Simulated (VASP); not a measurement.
Input of a VASP 6.6.1 run:

INCAR

```
SYSTEM = Pd
PREC = Accurate ; ENCUT = 520
EDIFF = 1E-6 ; ISMEAR = -1
SIGMA = 0.05 ; LREAL = .False.
LASPH = .True. ; NELM = 60
ALGO = Normal ; ISIF = 2
LWAVE = .False. ; LCHARG = .False.
GGA = PE ; NBANDS = 17
```

File KPOINTS:

```
regular mesh
0
Gamma
  18 18 10
  0 0 0
```

POSCAR

```
Pd
1.0
    2.4667357847      0.0000000000      0.0000000000
   -1.2333678923      2.1362558540      0.0000000000
    0.0000000000      0.0000000000      4.1100781578
Pd
2
Direct
    0.3333333333      0.6666666667      0.2500000000
    0.6666666667      0.3333333333      0.7500000000
```

Potentials or basis: VASP PAW PBE potentials, release 64 (Pd).

Command:

```sh
$ cat potpaw_PBE.64/Pd/POTCAR > POTCAR
$ mpirun -np 1 vasp_std > vasp.out
```

Question: Estimate the pressure.

Answer: 149.6 GPa.

Question: Predict the band gap on the k mesh.

Answer: Zero (bands 10 and 11 overlap by 1.57 eV).

Caveat: the cell stands under pressure.
